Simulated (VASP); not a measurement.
# LiZn in VASP: notebook, part 3 of 3

VASP 6.6.1.

### Step 5. Single point, LDA (zz strain of +2 %)

INCAR

```
ALGO     = Normal         # electronic algorithm
EDIFF    = 1E-6           # SCF threshold, eV
ENCUT    = 520            # plane-wave cutoff, eV
GGA      = CA             # functional
ISIF     = 2              # what is computed and relaxed
ISMEAR   = -1             # smearing method
LASPH    = T              # aspherical terms in the spheres
LCHARG   = F              # write CHGCAR
LREAL    = F              # projectors in reciprocal space
LWAVE    = F              # write WAVECAR
NBANDS   = 23             # bands
NELM     = 60             # most SCF steps
PREC     = Accurate       # precision mode
SIGMA    = 0.08           # smearing width, eV
```

KPOINTS

```
k-points
0
Gamma
  9 9 9
```

POSCAR

```
LiZn
1.0
    0.0000000000      3.1110000000      3.1732200000
    3.1110000000      0.0000000000      3.1732200000
    3.1110000000      3.1110000000      0.0000000000
Li Zn
2 2
Direct
    0.5000000000      0.5000000000      0.5000000000
    0.7500000000      0.7500000000      0.7500000000
    0.0000000000      0.0000000000      0.0000000000
    0.2500000000      0.2500000000      0.2500000000
```

Potentials or basis: VASP PAW LDA potentials, release 64 (Li_sv, Zn).

Command:

```console
$ cat potpaw_LDA.64/Li_sv/POTCAR potpaw_LDA.64/Zn/POTCAR > POTCAR
$ mpirun -np 1 vasp_std > vasp.out
```

OUTCAR:

```text
EDIFF = 1E-6
   ENCUT = 520
   GGA = CA
   ISIF = 2
   ISMEAR = -1
   LASPH = T
   LREAL = F
   NELM = 60
   PREC = Accurate

 ion  position               nearest neighbor table
   1  0.500  0.500  0.500-   4 2.71   4 2.71   4 2.71   4 2.71
   2  0.750  0.750  0.750-   3 2.71   3 2.71   3 2.71   3 2.71
   3  0.000  0.000  0.000-   2 2.71   2 2.71   2 2.71   2 2.71   4 2.71   4 2.71   4 2.71   4 2.71

   4  0.250  0.250  0.250-   3 2.71   3 2.71   3 2.71   1 2.71   3 2.71   1 2.71   1 2.71   1 2.71
[... 827 lines left out ...]
  Direction    XX          YY          ZZ          XY          YZ          ZX
  --------------------------------------------------------------------------------------
  -------------------------------------------------------------------------------------
  Total       -2.2721834     -2.2721834     -2.4587447      0.0000000      0.0000000      0.0000000
  in kB      -59.2684778    -59.2684778    -64.1348106      0.0000000      0.0000000      0.0000000
  external PRESSURE =     -60.8905888 kB  Pullay stress =       0.0000000 kB

 VOLUME and BASIS-vectors are now :
 -----------------------------------------------------------------------------
  energy-cutoff  :      520.00
  volume of cell :       61.42
      direct lattice vectors                 reciprocal lattice vectors
     0.000000000  3.111000000  3.173220000    -0.160720026  0.160720026  0.157568653
     3.111000000  0.000000000  3.173220000     0.160720026 -0.160720026  0.157568653
     3.111000000  3.111000000  0.000000000     0.160720026  0.160720026 -0.157568653

 POSITION                                       TOTAL-FORCE (eV/Angst)
 -----------------------------------------------------------------------------------
      3.11100      3.11100      3.17322         0.000000      0.000000     -0.000000
      4.66650      4.66650      4.75983        -0.000000     -0.000000      0.000000
      0.00000      0.00000      0.00000        -0.000000     -0.000000      0.000000
      1.55550      1.55550      1.58661         0.000000      0.000000     -0.000000
 -----------------------------------------------------------------------------------
    total drift:                                0.000000      0.000000      0.000000

  FREE ENERGIE OF THE ION-ELECTRON SYSTEM (eV)
  ---------------------------------------------------
  free  energy   TOTEN  =        -8.6240123544 eV

  energy  without entropy=       -8.6000663082  energy(sigma->0) =       -8.61203933
```

It took 64 s on 1 thread of AMD EPYC 9R45 (Zen 5), shared host; peak memory 0.19 GiB.

What came out:

```yaml
Free_energy: -8.6240 eV
Band_gap_on_the_k_mesh: zero (band 15 reaches 5.07 eV, above the bottom of band 16 at 0.67 eV)
```

Levels at points of the mesh, in eV from the Fermi level:
```
           k point  band 12  band 13  band 14  band 15  band 16  band 17  band 18  band 19
(0.00, 0.00, 0.00)    -6.78    -6.77     3.32     3.32     3.37     3.43     3.43     3.53
```

Caveat: the cell differs from its parent crystal (zz strain of +2 %); the cutoff is under 1.25 times the usual one of these potentials, so pressure, stress and relaxed cells hold a basis-set (Pulay) error.

### Step 6. Single point, LDA

This run uses another cell than the first one, of 15.05 Å³/atom, 1.020 times its volume.

INCAR

```
PREC = Accurate
ENCUT = 520
EDIFF = 1E-7
ISMEAR = -1
SIGMA = 0.08
LREAL = False
LASPH = True
NELM = 60
ALGO = Normal
ISIF = 2
LWAVE = False
LCHARG = False
GGA = CA
NBANDS = 23
```

KPOINTS

```
Automatic mesh
0
Gamma
  9 9 9
```

POSCAR, as its differences from that of step 5:

```diff
@@ -2,4 +2,4 @@
 1.0
-    0.0000000000      3.1110000000      3.1732200000
-    3.1110000000      0.0000000000      3.1732200000
+    0.0000000000      3.1110000000      3.1110000000
+    3.1110000000      0.0000000000      3.1110000000
     3.1110000000      3.1110000000      0.0000000000
```

Potentials or basis: VASP PAW LDA potentials, release 64 (Li_sv, Zn).

Command:

```console
$ cat potpaw_LDA.64/Li_sv/POTCAR potpaw_LDA.64/Zn/POTCAR > POTCAR
$ mpirun -np 1 vasp_std > vasp.out
```

Run time: 28 s. Hardware: 1 thread of Intel Xeon Platinum 8488C (Sapphire Rapids), shared host; peak memory 0.19 GiB.

It converged, with:

```yaml
Free_energy: -8.6686 eV
Band_gap_on_the_k_mesh: zero (band 15 reaches 5.23 eV, above the bottom of band 16 at 0.76 eV)
```

Levels at points of the mesh, in eV from the Fermi level:
| k point | band 12 | band 13 | band 14 | band 15 | band 16 | band 17 | band 18 | band 19 |
| --- | --- | --- | --- | --- | --- | --- | --- | --- |
| (0.00, 0.00, 0.00) | -6.78 | -6.78 | 3.38 | 3.38 | 3.38 | 3.51 | 3.51 | 3.51 |

Caveat: the cutoff is under 1.25 times the usual one of these potentials, so pressure, stress and relaxed cells hold a basis-set (Pulay) error.

### Step 7. The runs side by side

| cell | gap on the mesh (eV) |
| --- | --- |
| a = 4.356, b = 4.356, c = 4.400 Å, angles 59.7, 59.7, 60.7°, 4 atoms | none |
| a = 4.378, b = 4.378, c = 4.400 Å, angles 59.8, 59.8, 60.3°, 4 atoms | none |
| a = 4.422, b = 4.422, c = 4.400 Å, angles 60.2, 60.2, 59.7°, 4 atoms | none |
| a = 4.444, b = 4.444, c = 4.400 Å, angles 60.3, 60.3, 59.3°, 4 atoms | none |
| a = 4.400 Å, angles 60.0°, 4 atoms | none |

Alike in all rows: task single point; level LDA; potentials or basis VASP PAW LDA potentials, release 64 (Li_sv, Zn); no spin polarisation; k mesh 9 × 9 × 9; cutoff (eV) 520; smearing fermi-dirac 0.08 eV.

Caveats: the cutoff is under 1.25 times the usual one of these potentials, so pressure, stress and relaxed cells hold a basis-set (Pulay) error.

Total energies depend on the potentials used, so only differences within one code and one set of settings carry meaning.
